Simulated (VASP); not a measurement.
The system is GaAs (m.bB).

```
Ga As
1.0
     0.00000    2.83500    2.83500
     2.83500    0.00000    2.83500
     2.83500    2.83500    0.00000
Ga As
1 1
Direct
  0.00000 0.00000 0.00000
  0.25000 0.25000 0.25000
```

| Quantity | Value |
| --- | --- |
| Program | VASP 6.6.1 |
| Task | relaxation of cell and atoms |
| Functional | PBE |
| Potentials or basis | VASP PAW PBE potentials, release 64 (Ga_d, As) |
| Cutoff | 500 eV |
| k mesh | 12 × 12 × 12 |
| Occupations | gaussian, width 0.02 eV |
| Spin | no spin polarisation |

At the start: pressure 2.8 GPa; volume 22.79 Å³/atom.

Problem. How do energy, volume and symmetry change on relaxing?

Solution. Over 3 steps the energy falls by 8.3 meV/atom and the volume is 23.76 Å³/atom (+4.3 %); space group F-43m (No. 216, to 0.05 Å).

The path:
```
step  energy change (eV)  largest force (eV/Å)  pressure (GPa)  volume (Å³)
   1              0.0000                0.0000            2.83        45.57
   2             -0.0145                0.0000           -0.90        48.28
   3             -0.0166                0.0000           -0.01        47.53
```

Final structure:
```yaml
crystal:
  lattice:
    - [0.00000, 2.87504, 2.87504]
    - [2.87504, 0.00000, 2.87504]
    - [2.87504, 2.87504, 0.00000]
  atoms:
    - { symbol: Ga, position: [0.00000, 0.00000, 0.00000] }
    - { symbol: As, position: [0.25000, 0.25000, 0.25000] }
```
